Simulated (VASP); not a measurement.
Here is a VASP 6.6.1 calculation.

INCAR

```
PREC     = Accurate       # precision mode
ENCUT    = 520            # plane-wave cutoff, eV
EDIFF    = 1E-6           # SCF threshold, eV
ISMEAR   = 0              # smearing method
SIGMA    = 0.1            # smearing width, eV
LREAL    = F              # projectors in reciprocal space
LASPH    = T              # aspherical terms in the spheres
NELM     = 100            # most SCF steps
ALGO     = Normal         # electronic algorithm
ISIF     = 2              # what is computed and relaxed
LWAVE    = F              # write WAVECAR
LCHARG   = F              # write CHGCAR
GGA      = PE             # functional
NBANDS   = 58             # bands
```

The input KPOINTS:

```
Automatic mesh
0
Gamma
  10 10 2
```

The input POSCAR:

```
Mg2Zn3O
1.0
    2.9987686412      0.0000000000      0.0000000000
    0.0000000000      2.9987686412      0.0000000000
    0.0000000000      0.0000000000     19.4032530223
Mg Zn O
4 6 2
Direct
    0.5000000000      0.0000000000      0.8212181541
    0.5000000000      0.0000000000      0.0553679648
    0.0000000000      0.5000000000      0.1787818459
    0.0000000000      0.5000000000      0.9446320352
    0.0000000000      0.5000000000      0.7220400890
    0.5000000000      0.0000000000      0.2779599110
    0.0000000000      0.5000000000      0.3635437216
    0.5000000000      0.0000000000      0.6364562784
    0.0000000000      0.5000000000      0.5451761757
    0.5000000000      0.0000000000      0.4548238243
    0.5000000000      0.0000000000      0.9442122752
    0.0000000000      0.5000000000      0.0557877248
```

Potentials or basis: VASP PAW PBE potentials, release 64 (Mg, Zn, O).

The run is started by

```bash
$ cat potpaw_PBE.64/Mg/POTCAR potpaw_PBE.64/Zn/POTCAR potpaw_PBE.64/O/POTCAR > POTCAR
$ mpirun -np 1 vasp_std > vasp.out
```

Question: Estimate the band gap on the k mesh.

Answer: Zero (bands 46 and 47 overlap by 1.87 eV).

Question: What does it give for the largest force?

Answer: 0.019 eV/Å.

Question: Estimate the pressure.

Answer: 0.0 GPa.

Forces in eV/Å, atoms in the order of the input:
```
Mg   0.000  0.000  0.009
Mg   0.000  0.000 -0.017
Mg   0.000  0.000 -0.009
Mg   0.000  0.000  0.017
Zn   0.000  0.000  0.019
Zn   0.000  0.000 -0.019
Zn   0.000  0.000 -0.001
Zn   0.000  0.000  0.001
Zn   0.000  0.000 -0.001
Zn   0.000  0.000  0.001
O    0.000  0.000 -0.006
O    0.000  0.000  0.006
```
